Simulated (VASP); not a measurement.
Here is a VASP 6.6.1 calculation.

The input INCAR:

```
ALGO     = Normal         # electronic algorithm
EDIFF    = 1E-6           # SCF threshold, eV
ENCUT    = 750            # plane-wave cutoff, eV
GGA      = PE             # functional
GGA_COMPAT= F            
ISIF     = 2              # what is computed and relaxed
ISMEAR   = 0              # smearing method
LASPH    = T              # aspherical terms in the spheres
LCHARG   = T              # write CHGCAR
LELF     = T              # ELF
LMAXMIX  = 6              # l up to which the mixer works
LREAL    = F              # projectors in reciprocal space
LVHAR    = T            
LWAVE    = F              # write WAVECAR
NBANDS   = 17             # bands
NELM     = 200            # most SCF steps
PREC     = Accurate       # precision mode
SIGMA    = 0.1            # smearing width, eV
```

Contents of KPOINTS:

```
k-points
0
Gamma
  10 10 10
```

POSCAR

```
Li3Dy
1.0
    4.5986340329      0.0000000000      0.0000000000
    0.0000000000      4.5986340329      0.0000000000
    0.0000000000      0.0000000000      4.5986340329
Li Dy
3 1
Direct
    0.0000000000      0.5000000000      0.5000000000
    0.5000000000      0.0000000000      0.5000000000
    0.5000000000      0.5000000000      0.0000000000
    0.0000000000      0.0000000000      0.0000000000
```

Potentials or basis: VASP PAW PBE potentials, release 64 (Li_sv, Dy_3), 4f in core.

The run is started by

```bash
$ cat potpaw_PBE.64/Li_sv/POTCAR potpaw_PBE.64/Dy_3/POTCAR > POTCAR
$ mpirun -np 1 vasp_std > vasp.out
```

What does it give for the pressure?

0.1 GPa.

What does it give for the band gap on the k mesh?

Zero (bands 9 and 10 overlap by 0.39 eV).

Caveat: spin-orbit coupling is left out, which moves the levels of the heavy elements; the 4f electrons are frozen in the core, so they carry no moment and show no levels. Spin polarisation is off, so any magnetic state and its effect on volume and gap are missing.
